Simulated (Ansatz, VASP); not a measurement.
## CaO: VASP beside Ansatz

Contents of INCAR:

```
PREC     = Accurate       # precision mode
ENCUT    = 600            # plane-wave cutoff, eV
EDIFF    = 1E-6           # SCF threshold, eV
ISMEAR   = 0              # smearing method
SIGMA    = 0.02           # smearing width, eV
LREAL    = F              # projectors in reciprocal space
LASPH    = T              # aspherical terms in the spheres
NELM     = 80             # most SCF steps
ALGO     = Normal         # electronic algorithm
ISIF     = 3              # what is computed and relaxed
LWAVE    = F              # write WAVECAR
LCHARG   = F              # write CHGCAR
GGA      = PE             # functional
IBRION   = 2              # ionic algorithm
NSW      = 100            # ionic steps
EDIFFG   = -0.01          # ionic threshold
```

The input KPOINTS:

```
regular mesh
0
Gamma
  8 8 8
```

The input POSCAR:

```
CaO
1.0
    0.0000000000      2.4147610548      2.4147610548
    2.4147610548      0.0000000000      2.4147610548
    2.4147610548      2.4147610548      0.0000000000
Ca O
1 1
Direct
    0.0000000000      0.0000000000      0.0000000000
    0.5000000000      0.5000000000      0.5000000000
```

Input for Ansatz:

```yaml
crystal:
  lattice:
    - [0.0, 2.4147610548, 2.4147610548]
    - [2.4147610548, 0.0, 2.4147610548]
    - [2.4147610548, 2.4147610548, 0.0]
  atoms:
    - { symbol: Ca, position: [0.0, 0.0, 0.0] }
    - { symbol: O, position: [0.5, 0.5, 0.5] }
basis:
  ecutwfc: 420
kpoints:
  mp_grid: { grid: [8, 8, 8] }
hamiltonian:
  xc: pbe
scf:
  occupations: { method: gaussian, width: 0.02 }
output:
  forces: true
  stress: true
  eigenvalues: true
  write_density: true
  write_potential: true
  elf: true
  volumetric_format: npy
relax:
  adjacent_minimum: "off"
  f_tol: 0.01
  max_steps: 80
  cell: { stress_tol: 0.05 }
```

Alike in both runs: task relaxation of cell and atoms; functional PBE; k mesh 8 × 8 × 8; occupations gaussian, width 0.02 eV; no spin polarisation.

```csv
,VASP,Ansatz
version,VASP 6.6.1,Ansatz 0.2.0
potentials or method,"VASP PAW PBE potentials, release 64 (Ca_sv, O), cutoff 600 eV","scalar-relativistic, plane waves, PAW"
valence electrons in the cell,16,16
```

Ansatz gave:

| Property | Result |
| --- | --- |
| gap on the k mesh at the Fermi level, each at its own relaxed structure (eV) | 3.66 |
| relaxed volume (Å³/atom) | 14.09 |
| relaxed cell length with the largest relative difference (Å) | 3.416 |

Question: Estimate VASP's values.

Answer: gap on the k mesh at the Fermi level, each at its own relaxed structure (eV): 3.64; relaxed volume (Å³/atom): 14.15; relaxed cell length with the largest relative difference (Å): 3.421.
